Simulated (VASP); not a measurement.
Here is a VASP 6.6.1 calculation.

Contents of INCAR:

```
ALGO = Normal ; EDIFF = 1E-7
ENCUT = 520 ; GGA = PS
ISIF = 2 ; ISMEAR = -1
LASPH = True ; LCHARG = False
LREAL = False ; LWAVE = False
NBANDS = 16 ; NELM = 80
PREC = Accurate ; SIGMA = 0.05
```

File KPOINTS:

```
k-points
0
Gamma
  10 10 5
```

File POSCAR:

```
SiC
1.0
    3.0757917097      0.0000000000      0.0000000000
   -1.5378958549      2.6637137574      0.0000000000
    0.0000000000      0.0000000000      5.0475640414
Si C
2 2
Direct
    0.6666666667      0.3333333333      0.5045935820
    0.3333333333      0.6666666667      0.0045935820
    0.6666666667      0.3333333333      0.8804064180
    0.3333333333      0.6666666667      0.3804064180
```

Potentials or basis: VASP PAW PBE potentials, release 64 (Si, C).

Command:

```console
$ cat potpaw_PBE.64/Si/POTCAR potpaw_PBE.64/C/POTCAR > POTCAR
$ mpirun -np 1 vasp_std > vasp.out
```

(1) Estimate the band gap on the k mesh.

(2) Predict the pressure.

Answers

(1) 2.27 eV, indirect (least direct gap 3.85 eV).

(2) 0.4 GPa.

Caveat: the PAW data sets were made with another functional, which shifts forces and pressure a little.
